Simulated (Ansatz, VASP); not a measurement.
## P: VASP beside Ansatz

```
P
1.0
     2.19643    0.00000    0.00000
    -1.09822    1.90217    0.00000
     0.00000    0.00000    3.48837
P
2
Cartesian
  0.0000 1.2681 0.8721
  1.0982 0.6341 2.6163
```

Change from the starting cell: volume scaled by 0.5, LAPW.

Alike in both runs: task single point; functional PBEsol; k mesh 16 × 16 × 9; occupations fermi-dirac, width 0.08 eV; no spin polarisation.

```csv
,VASP,Ansatz
version,VASP 6.6.1,Ansatz 0.2.0
potentials or method,"VASP PAW PBE potentials, release 64 (P), cutoff 500 eV","all-electron LAPW, scalar-relativistic"
```

|  | VASP | Ansatz | Ansatz less VASP |
| --- | --- | --- | --- |
| pressure (GPa) | 230.5 | 231.6 | +1.10 |
| traceless stress, the component that is largest in VASP (GPa) | -0.35 | 0.06 | +0.406 |

VASP's potentials were made for PBE, not for PBEsol. Both programs put the cell under a high pressure, so it lies far from rest at this level. Ansatz ran all-electron here, and VASP with PAW potentials.

Noted on VASP's run: the cell as given lies far from equilibrium.
